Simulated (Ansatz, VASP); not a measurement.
## Two plane-wave programs on MnO

```
Mn O
1.0
     0.00000    2.07809    2.07809
     2.07809    0.00000    2.07809
     2.07809    2.07809    0.00000
Mn O
1 1
Direct
  0.00000 0.00000 0.00000
  0.50000 0.50000 0.50000
```

Alike in both runs: task single point; functional PBE; k mesh 14 × 14 × 14; occupations gaussian, width 0.05 eV; no spin polarisation.

|  | VASP | Ansatz |
| --- | --- | --- |
| version | VASP 6.6.1 | Ansatz 0.2.0 |
| potentials or method | VASP PAW PBE potentials, release 64 (Mn_pv, O), cutoff 520 eV | scalar-relativistic, plane waves, PAW |
| valence electrons in the cell | 19 | 21 |

```csv
,VASP,Ansatz,Ansatz less VASP
gap on the k mesh at the Fermi level (eV),none,none,-
pressure (GPa),-8.1,-8.8,-0.75
```

A gap of «none» marks a metal or a gap that the smearing closes. VASP's potentials hold 19 valence electrons a cell and Ansatz's 21, so a difference there can come from the potentials and not from the codes.
